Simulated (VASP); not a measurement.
Runs of VASP 6.6.1 on MgO. The structure is that of space group Fm-3m (No. 225), or close to it. The cells are those of the table. 

```tsv
level	potentials or basis	cell	k mesh	cutoff (eV)	grid for exact exchange (PRECFOCK)	share of exact exchange	screening parameter	gap on the mesh (eV)	pressure (GPa)
r2SCAN	VASP PAW PBE potentials, release 64 (Mg_sv, O)	a = 2.967 Å, angles 58.8°, 2 atoms	10 × 10 × 10	920	-	-	-	5.96	6.6
HSE06	VASP PAW PBE potentials, release 64 (Mg, O)	a = 2.987 Å, angles 62.3°, 2 atoms	8 × 8 × 8	520	Normal	0.25	0.2079 1/Å	(a)	-10.1
r2SCAN	VASP PAW PBE potentials, release 64 (Mg_sv, O)	a = 2.976 Å, angles 60.6°, 2 atoms	10 × 10 × 10	920	-	-	-	5.47	-2.2
r2SCAN	VASP PAW PBE potentials, release 64 (Mg_sv, O)	a = 2.961 Å, angles 57.6°, 2 atoms	10 × 10 × 10	920	-	-	-	(c)	14.0
r2SCAN	VASP PAW PBE potentials, release 64 (Mg_sv, O)	a = 2.983 Å, angles 61.8°, 2 atoms	10 × 10 × 10	920	-	-	-	(b)	-6.9
```

Alike in all rows: task single point; no spin polarisation; smearing gaussian 0.01 eV.

Question: Estimate the missing entries.

Answer: (a) 5.55; (b) 5.01; (c) 6.20.

Caveats: the PAW data sets were made with another functional, which shifts forces and pressure a little; the cell stands under pressure (at least some runs); the cell stands under tension (at least some runs).

The runs don't all hold the same shells in valence.
